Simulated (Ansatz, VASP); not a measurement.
## Na: VASP beside Ansatz

File INCAR:

```
PREC     = Accurate       # precision mode
ENCUT    = 520            # plane-wave cutoff, eV
EDIFF    = 1E-8           # SCF threshold, eV
ISMEAR   = -1             # smearing method
SIGMA    = 0.05           # smearing width, eV
LREAL    = F              # projectors in reciprocal space
LASPH    = T              # aspherical terms in the spheres
NELM     = 80             # most SCF steps
ALGO     = Normal         # electronic algorithm
ISIF     = 2              # what is computed and relaxed
LWAVE    = F              # write WAVECAR
LCHARG   = F              # write CHGCAR
GGA      = PS             # functional
LEFG     = T            
NBANDS   = 10             # bands
```

The input KPOINTS:

```
regular mesh
0
Gamma
  12 12 12
```

The input POSCAR:

```
Na
1.0
   -2.0963250000      2.0963250000      2.1175000000
    2.0963250000     -2.0963250000      2.1175000000
    2.0963250000      2.0963250000     -2.1175000000
Na
1
Direct
    0.0000000000      0.0000000000      0.0000000000
```

Input for Ansatz:

```yaml
crystal:
  lattice:
    - [-2.096325, 2.096325, 2.1175]
    - [2.096325, -2.096325, 2.1175]
    - [2.096325, 2.096325, -2.1175]
  atoms:
    - { symbol: Na, position: [0.0, 0.0, 0.0] }
kpoints:
  mp_grid: { grid: [12, 12, 12] }
scf:
  occupations: { method: fermi_dirac, width: 0.05 }
hamiltonian:
  xc: pbesol
  pseudopotentials: { kind: all_electron, datasets: crystal }
output:
  forces: true
  stress: true
  eigenvalues: true
  efg: { contact_densities: true }
```

Change from the starting cell: equal xx and yy strain of -1 %, crystal datasets.

Alike in both runs: task electric field gradients; functional PBEsol; k mesh 12 × 12 × 12; occupations fermi-dirac, width 0.05 eV; no spin polarisation.

|  | VASP | Ansatz |
| --- | --- | --- |
| version | VASP 6.6.1 | Ansatz 0.2.0 |
| potentials or method | VASP PAW PBE potentials, release 64 (Na_pv), cutoff 520 eV | all-electron PAW with datasets made for the crystal, scalar-relativistic |

|  | VASP | Ansatz | Ansatz less VASP |
| --- | --- | --- | --- |
| pressure (GPa) | -0.2 | -0.2 | 0.00 |

VASP's potentials were made for PBE, not for PBEsol. Ansatz ran all-electron here, and VASP with PAW potentials.
